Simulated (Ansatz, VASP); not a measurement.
One calculation of SrW3, two programs

```xyz
4
Lattice="-2.0849 2.0849 4.6571 2.0849 -2.0849 4.6571 2.0849 2.0849 -4.6571" Properties=species:S:1:pos:R:3 pbc="T T T"
Sr    0.0000    0.0000    0.0000
W     0.0000    0.0000    4.6571
W     2.0849    0.0000    2.3285
W     0.0000    2.0849    2.3285
```

Alike in both runs: task single point; functional PBE; k mesh 6 × 6 × 6; occupations gaussian, width 0.1 eV; no spin polarisation.

|  | VASP | Ansatz |
| --- | --- | --- |
| version | VASP 6.6.1 | Ansatz 0.2.0 |
| potentials or method | VASP PAW PBE potentials, release 64 (Sr_sv, W_sv), cutoff 520 eV | scalar-relativistic, plane waves, PAW |
| valence electrons in the cell | 52 | 52 |

|  | VASP | Ansatz | Ansatz less VASP |
| --- | --- | --- | --- |
| gap on the k mesh at the Fermi level (eV) | none | none | - |
| pressure (GPa) | -6.7 | -7.2 | -0.42 |
| traceless stress, the component that is largest in VASP (GPa) | 0.53 | 0.58 | +0.051 |

A gap of «none» marks a metal or a gap that the smearing closes.

Spin-orbit coupling is off throughout.
